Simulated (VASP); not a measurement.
# LiTi12O24 (a cell with a defect) in VASP: single point with PBE

Aim: the single point of LiTi12O24 (a cell with a defect) with PBE.

All numbers are computed with VASP 6.6.1; they aren't measurements. Logs are shortened: lines on timing, memory, paths and dates and some standing lists are left out, and cuts for length are marked.

### Step 1. The cell of the first run

The cell holds a defect, 37 atoms: a = 6.567 Å, b = 6.567 Å, c = 8.892 Å, α = 90.00°, β = 90.00°, γ = 90.00°.

### Step 2. Single point, PBE

Input file INCAR:

```
ALGO     = Normal         # electronic algorithm
EDIFF    = 1E-7           # SCF threshold, eV
ENCUT    = 520            # plane-wave cutoff, eV
GGA      = PE             # functional
ISIF     = 2              # what is computed and relaxed
ISMEAR   = 0              # smearing method
LASPH    = True           # aspherical terms in the spheres
LCHARG   = False          # write CHGCAR
LREAL    = Auto         
LWAVE    = False          # write WAVECAR
NBANDS   = 170            # bands
NELECT   = 290.0        
NELM     = 100            # most SCF steps
PREC     = Accurate       # precision mode
SIGMA    = 0.02           # smearing width, eV
```

Input file KPOINTS:

```
Automatic mesh
0
Gamma
  2 2 2
  0.5 0.5 0.5
```

Input file POSCAR:

```
LiTi12O24
1.0
    4.6433175291      4.6433175291      0.0000000000
    4.6433175291     -4.6433175291      0.0000000000
    0.0000000000      0.0000000000     -8.8916040979
Ti O Li
12 24 1
Direct
    0.5108073021      0.0210249459      0.3333487375
    0.4973781107      0.0010295441      0.0041282765
    0.4973031643      0.0009778569      0.6625666117
   -0.0108014366      0.4789751048      0.3333485125
    0.0026272164      0.4989682453      0.0041273767
    0.0026979632      0.4990260704      0.6625670616
    0.0061633735      0.9839868739      0.5001345034
    0.0062286285      0.9839386325      0.1665108999
   -0.0214836697      1.0302936360      0.8333228649
    0.4938402307      0.5160174778      0.5001356281
    0.4937787445      0.5160593660      0.1665120246
    0.5214867355      0.4697086698      0.8333238770
    0.6969791490     -0.0070138430      0.5006945823
    0.6969702114     -0.0070044747      0.1659761258
    0.6952223232      0.0020252761      0.8333410843
    0.1928940880      0.4977651185      0.4991449182
    0.1928861195      0.4977549964      0.1675220785
    0.1915478522      0.4813025355      0.8333404095
    0.5065659381      0.3044591483      0.6611366110
    0.5024163188      0.3088635423      0.3333436765
    0.5065646459      0.3044604404      1.0055322866
    0.0153435555      0.8047545697      0.6741961219
    0.0038354043      0.8034109183      0.3333371535
    0.0153481858      0.8047378790      0.9924842473
    0.4961669077      0.6965910644      0.3333371535
    0.4846545570      0.6952638883     -0.0075149545
    0.4846585412      0.6952476284      0.6741954471
   -0.0024137914      0.1911381236      0.3333437890
   -0.0065622262      0.1955402564      0.0055316228
   -0.0065637338      0.1955424100      0.6611371734
    0.3071084394      0.0022367628      0.4991442434
    0.3071166232      0.0022460234      0.1675225284
    0.3084541367      0.0186988074      0.8333401846
    0.8030224030      0.5070157243      0.5006951447
    0.8030317713      0.5070057099      0.1659755634
    0.8047812747      0.4979760668      0.8333413092
    0.2500016406      0.7500006145      0.8333582915
```

Potentials or basis: VASP PAW PBE potentials, release 64 (Ti_sv, O, Li_sv).

Run with:

```console
$ cat potpaw_PBE.64/Ti_sv/POTCAR potpaw_PBE.64/O/POTCAR potpaw_PBE.64/Li_sv/POTCAR > POTCAR
$ mpirun -np 1 vasp_std > vasp.out
```

OUTCAR:

```text
EDIFF = 1E-7
   ENCUT = 520
   GGA = PE
   ISIF = 2
   ISMEAR = 0
   LASPH = True
   LREAL = Auto
   NELECT = 290.0
   NELM = 100
   PREC = Accurate

 ion  position               nearest neighbor table
   1  0.511  0.021  0.333-  20 1.89  13 1.93  14 1.93  31 1.99  32 1.99  25 2.13
   2  0.497  0.001  0.004-  32 1.92  14 1.95  33 1.96  21 1.99  15 2.00  26 2.01
   3  0.497  0.001  0.663-  31 1.92  13 1.95  33 1.96  19 1.99  15 2.00  27 2.01
   4  0.989  0.479  0.333-  28 1.89  34 1.93  35 1.93  16 1.99  17 1.99  23 2.13
   5  0.003  0.499  0.004-  17 1.92  35 1.95  18 1.96  29 1.99  36 2.00  24 2.01
   6  0.003  0.499  0.663-  16 1.92  34 1.95  18 1.96  30 1.99  36 2.00  22 2.01
   7  0.006  0.984  0.500-  23 1.90  22 1.95  31 1.98  30 2.00  28 2.01  13 2.03
   8  0.006  0.984  0.167-  23 1.90  24 1.94  32 1.98  29 2.00  28 2.01  14 2.03
   9  0.979  0.030  0.833-  15 1.87  30 1.88  29 1.88  22 2.06  24 2.06  33 2.17  37 2.56
  10  0.494  0.516  0.500-  25 1.90  27 1.95  16 1.98  19 2.00  20 2.01  34 2.03
  11  0.494  0.516  0.167-  25 1.90  26 1.94  17 1.98  21 2.00  20 2.01  35 2.03
  12  0.521  0.470  0.833-  36 1.87  19 1.88  21 1.88  27 2.06  26 2.06  18 2.17  37 2.56
  13  0.697  0.993  0.501-   1 1.93   3 1.95   7 2.03
  14  0.697  0.993  0.166-   1 1.93   2 1.95   8 2.03
  15  0.695  0.002  0.833-   9 1.87   2 2.00   3 2.00
  16  0.193  0.498  0.499-   6 1.92  10 1.98   4 1.99
  17  0.193  0.498  0.168-   5 1.92  11 1.98   4 1.99
  18  0.192  0.481  0.833-  37 1.81   6 1.96   5 1.96  12 2.17
  19  0.507  0.304  0.661-  12 1.88   3 1.99  10 2.00
  20  0.502  0.309  0.333-   1 1.89  10 2.01  11 2.01
  21  0.507  0.304  0.006-  12 1.88   2 1.99  11 2.00
  22  0.015  0.805  0.674-   7 1.95   6 2.01   9 2.06  37 2.12
  23  0.004  0.803  0.333-   7 1.90   8 1.90   4 2.13
  24  0.015  0.805  0.992-   8 1.94   5 2.01   9 2.06  37 2.12
  25  0.496  0.697  0.333-  10 1.90  11 1.90   1 2.13
  26  0.485  0.695  0.992-  11 1.94   2 2.01  12 2.06  37 2.12
  27  0.485  0.695  0.674-  10 1.95   3 2.01  12 2.06  37 2.12
  28  0.998  0.191  0.333-   4 1.89   7 2.01   8 2.01
  29  0.993  0.196  0.006-   9 1.88   5 1.99   8 2.00
  30  0.993  0.196  0.661-   9 1.88   6 1.99   7 2.00
  31  0.307  0.002  0.499-   3 1.92   7 1.98   1 1.99
  32  0.307  0.002  0.168-   2 1.92   8 1.98   1 1.99
  33  0.308  0.019  0.833-  37 1.81   3 1.96   2 1.96   9 2.17
  34  0.803  0.507  0.501-   4 1.93   6 1.95  10 2.03
  35  0.803  0.507  0.166-   4 1.93   5 1.95  11 2.03
  36  0.805  0.498  0.833-  12 1.87   5 2.00   6 2.00
  37  0.250  0.750  0.833-  33 1.81  18 1.81  24 2.12  26 2.12  27 2.12  22 2.12  12 2.56   9 2.56

  LATTYP: Found a simple tetragonal cell.
 ALAT       =     6.5666426241
 C/A-ratio  =     1.3540563431

  Lattice vectors:

 A1 = (   4.6433175291,   4.6433175291,   0.0000000000)
 A2 = (   4.6433175291,  -4.6433175291,   0.0000000000)
[... 194 lines left out ...]
   IALGO  =     38    algorithm
   IMIX   =      4    mixing-type and parameters
     AMIX     =   0.40;   BMIX     =  1.00
     AMIX_MAG =   1.60;   BMIX_MAG =  1.00
  volume/ion in A,a.u.               =      10.36        69.93
  Fermi-wavevector in a.u.,A,eV,Ry     =   1.491598  2.818712 30.271131  2.224865
  Thomas-Fermi vector in A             =   2.604233
   LORBIT       =      0    0 simple, 1 ext, 2 COOP (PROOUT), +10 PAW based schemes
   GGA     = PE    functional components
   LHFCALC =     F    Hartree Fock is set to
   AEXX    =    0.0000 exact exchange contribution
   IVDW    =     0    specifies the selected vdW correction
   LEPSILON=     F    determine dielectric tensor
   LRPA    =     F    only Hartree local field effects (RPA)
 non-spin polarized calculation
 Gauss-broadening in eV      SIGMA  =   0.02
  energy-cutoff  :      520.00
  volume of cell :      383.41
 maximum number of plane-waves:     10322
 NGX is ok and might be reduce to    50
   NGX = 25   NGY = 25   NGZ = 33

 number of electron     289.9999983 magnetization

 Free energy of the ion-electron system (eV)
  ---------------------------------------------------
  ext. energy  EPLUGINS =         0.00000000
  ---------------------------------------------------
  free energy    TOTEN  =      -332.11162836 eV

  energy without entropy =     -332.11162836  energy(sigma->0) =     -332.11162836

 E-fermi :   4.5469     XC(G=0): -11.3282

 val. band max:        4.4509013397   @ k =  -0.2500   0.2500   0.2500
 cond. band min:       6.8971119561   @ k =   0.2500   0.2500   0.2500
 fundamental gap:      2.4462106164
 Fermi energy:         4.5468746339

 k-point     1 :       0.2500    0.2500    0.2500
  band No.  band energies     occupation
      1     -52.2055      2.00000
      2     -52.2048      2.00000
      3     -52.1869      2.00000
      4     -52.1853      2.00000
      5     -52.1841      2.00000
      6     -52.1825      2.00000
[... 149 lines left out ...]
    156       7.4048      0.00000
    157       7.4371      0.00000

 k-point     2 :      -0.2500    0.2500    0.2500
  band No.  band energies     occupation
      1     -52.2055      2.00000
      2     -52.2048      2.00000
      3     -52.1870      2.00000
      4     -52.1853      2.00000
      5     -52.1840      2.00000
      6     -52.1826      2.00000
[... 149 lines left out ...]
    156       7.4122      0.00000
    157       7.4441      0.00000
 [bands above 157 left out]

------------------------ aborting loop because EDIFF is reached ----------------------------------------

  FORCE on cell =-STRESS in cart. coord.  units (eV):
  Direction    XX          YY          ZZ          XY          YZ          ZX
  --------------------------------------------------------------------------------------
  -------------------------------------------------------------------------------------
  Total       -1.0299108     -5.7800751     -4.8391525     -1.0118999      0.0000000      0.0000000
  in kB       -4.3037133    -24.1533395    -20.2214836     -4.2284503      0.0000000      0.0000000
  external PRESSURE =     -16.2261788 kB  Pullay stress =       0.0000000 kB

 VOLUME and BASIS-vectors are now :
 -----------------------------------------------------------------------------
  energy-cutoff  :      520.00
  volume of cell :      383.41
      direct lattice vectors                 reciprocal lattice vectors
     4.643317529  4.643317529  0.000000000     0.107681630  0.107681630  0.000000000
     4.643317529 -4.643317529  0.000000000     0.107681630 -0.107681630  0.000000000
     0.000000000  0.000000000 -8.891604098     0.000000000  0.000000000 -0.112465646

 POSITION                                       TOTAL-FORCE (eV/Angst)
 -----------------------------------------------------------------------------------
      2.46947      2.27421     -2.96401        -0.015121      0.018257     -0.005030
      2.31427      2.30470     -0.03671         0.021531      0.003356      0.028547
      2.31368      2.30460     -5.89128         0.025821      0.002999     -0.010530
      6.81720      2.36913     -2.96400         0.015121     -0.018257     -0.005030
      2.32907     -2.30467     -0.03670        -0.021531     -0.003356      0.028547
      2.32966     -2.30461     -5.89128        -0.025821     -0.002999     -0.010530
[... 29 lines left out ...]
      6.04912      1.42459     -7.40974         0.019138      0.008527     -0.001271
      4.64333     -2.32165     -7.40989        -0.000000     -0.000000      0.000435
 -----------------------------------------------------------------------------------
    total drift:                               -0.013386      0.009140      0.040065

  FREE ENERGIE OF THE ION-ELECTRON SYSTEM (eV)
  ---------------------------------------------------
  free  energy   TOTEN  =      -332.1116283599 eV

  energy  without entropy=     -332.1116283599  energy(sigma->0) =     -332.11162836
```

It took 7.8 min on 1 thread of Intel Xeon Platinum 8259CL at 2.50GHz (Skylake/Cascade Lake), shared host; peak memory 0.46 GiB.

What came out:

```yaml
Free_energy: -332.1116 eV
Largest_force: 0.067 eV/Å
```

Forces on the atoms (eV/Å):
```
Ti  -0.015  0.018 -0.005
Ti   0.022  0.003  0.029
Ti   0.026  0.003 -0.011
Ti   0.015 -0.018 -0.005
Ti  -0.022 -0.003  0.029
Ti  -0.026 -0.003 -0.011
Ti   0.023 -0.025 -0.020
Ti   0.021 -0.031  0.017
Ti   0.003  0.046 -0.003
Ti  -0.023  0.025 -0.020
Ti  -0.021  0.031  0.017
Ti  -0.003 -0.046 -0.003
O    0.027  0.034 -0.010
O    0.029  0.036  0.007
O   -0.019 -0.009 -0.001
O    0.030  0.025  0.013
O    0.030  0.028 -0.018
O   -0.009  0.060  0.001
O   -0.022  0.027  0.029
O    0.021 -0.020  0.000
O   -0.023  0.025 -0.026
O   -0.002  0.022 -0.027
O   -0.050  0.044 -0.002
O   -0.002  0.025  0.026
O    0.050 -0.044 -0.002
O    0.002 -0.025  0.026
O    0.002 -0.022 -0.027
O   -0.021  0.020  0.000
O    0.023 -0.025 -0.026
O    0.022 -0.027  0.029
O   -0.030 -0.025  0.013
O   -0.030 -0.028 -0.018
O    0.009 -0.060  0.001
O   -0.027 -0.034 -0.010
O   -0.029 -0.036  0.007
O    0.019  0.009 -0.001
Li   0.000  0.000  0.000
```

Caveat: the cell carries a net charge on a neutralising background, which shifts energy and pressure; the cell is charged against a uniform background, so pressure and absolute levels hang on convention; the cutoff is under 1.25 times the usual one of these potentials, so pressure, stress and relaxed cells hold a basis-set (Pulay) error.
